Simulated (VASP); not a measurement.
Wanted: the native input for a VASP 6.6.1 run.

```yaml
Task: single point
Functional: PBE
Potentials_or_basis: VASP PAW PBE potentials, release 64 (Al, Ni)
Cutoff: 520 eV
k_mesh: 16 × 16 × 16
Occupations: gaussian, width 0.1 eV
Spin: no spin polarisation
Dipole_correction: no
Further_INCAR_settings: ALGO = Fast; EDIFF = 1e-06; NBANDS = 24
```

The structure of AlNi3 lies in POSCAR:

```
AlNi3
1.0
    0.0000000000      2.8018887551      2.8018887551
    2.8018887551      0.0000000000      2.8018887551
    2.8018887551      2.8018887551      0.0000000000
Al Ni
1 3
Direct
    0.5000000000      0.5000000000      0.5000000000
    0.2500000000      0.2500000000      0.2500000000
    0.0000000000      0.0000000000      0.0000000000
    0.7500000000      0.7500000000      0.7500000000
```

The input as run:

INCAR

```
SYSTEM = AlNi3
PREC     = Accurate       ! precision mode
ENCUT    = 520            ! plane-wave cutoff, eV
EDIFF    = 1E-6           ! SCF threshold, eV
ISMEAR   = 0              ! smearing method
SIGMA    = 0.1            ! smearing width, eV
LREAL    = .False.        ! projectors in reciprocal space
LASPH    = .True.         ! aspherical terms in the spheres
NELM     = 100            ! most SCF steps
ALGO     = Fast           ! electronic algorithm
ISIF     = 2              ! what is computed and relaxed
LWAVE    = .False.        ! write WAVECAR
LCHARG   = .False.        ! write CHGCAR
GGA      = PE             ! functional
NBANDS   = 24             ! bands
```

KPOINTS

```
Automatic mesh
0
Gamma
  16 16 16
  0 0 0
```

Potentials or basis: VASP PAW PBE potentials, release 64 (Al, Ni).

Run with:

```bash
$ cat potpaw_PBE.64/Al/POTCAR potpaw_PBE.64/Ni/POTCAR > POTCAR
$ mpirun -np 1 vasp_std > vasp.out
```

It gave:

```
Pressure               : 7.1 GPa
Band gap on the k mesh : zero (an odd number of electrons rules out a gap without spin polarisation)
```

Caveat: the cell stands under pressure.

Wall time 4.7 min on 1 thread of Intel Xeon 8259CL, with other jobs on the host, peak memory 0.26 GiB.
